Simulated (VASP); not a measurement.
Set up this calculation in VASP 6.6.1, as the native input.

```
Task                   : single point
Functional             : PBE
Potentials or basis    : VASP PAW PBE potentials, release 64 (Hf_pv, N)
Cutoff                 : 600 eV
k mesh                 : 16 × 16 × 16
Occupations            : fermi-dirac, width 0.15 eV
Spin                   : no spin polarisation
Dipole correction      : no
Further INCAR settings : ALGO = Normal; EDIFF = 1e-06; NBANDS = 14
```

The structure of HfN lies in POSCAR:

```
HfN
1.0
    0.0000000000      2.2428621136      2.2428621136
    2.2428621136      0.0000000000      2.2428621136
    2.2428621136      2.2428621136      0.0000000000
Hf N
1 1
Direct
    0.0000000000      0.0000000000      0.0000000000
    0.5000000000      0.5000000000      0.5000000000
```

The input as run:

INCAR

```
ALGO     = Normal         # electronic algorithm
EDIFF    = 1E-6           # SCF threshold, eV
ENCUT    = 600            # plane-wave cutoff, eV
GGA      = PE             # functional
GGA_COMPAT= F            
ISIF     = 2              # what is computed and relaxed
ISMEAR   = -1             # smearing method
LASPH    = T              # aspherical terms in the spheres
LCHARG   = F              # write CHGCAR
LREAL    = F              # projectors in reciprocal space
LWAVE    = F              # write WAVECAR
NBANDS   = 14             # bands
NELM     = 120            # most SCF steps
PREC     = Accurate       # precision mode
SIGMA    = 0.15           # smearing width, eV
```

KPOINTS

```
k-points
0
Gamma
  16 16 16
```

Potentials or basis: VASP PAW PBE potentials, release 64 (Hf_pv, N).

Launch:

```bash
$ cat potpaw_PBE.64/Hf_pv/POTCAR potpaw_PBE.64/N/POTCAR > POTCAR
$ mpirun -np 1 vasp_std > vasp.out
```

It gave:

- Pressure: 9.5 GPa

Run time: 99 s on 1 thread of AMD EPYC 7R43 64-Core Processor (Zen 3), on a shared host, peak memory 0.17 GiB.
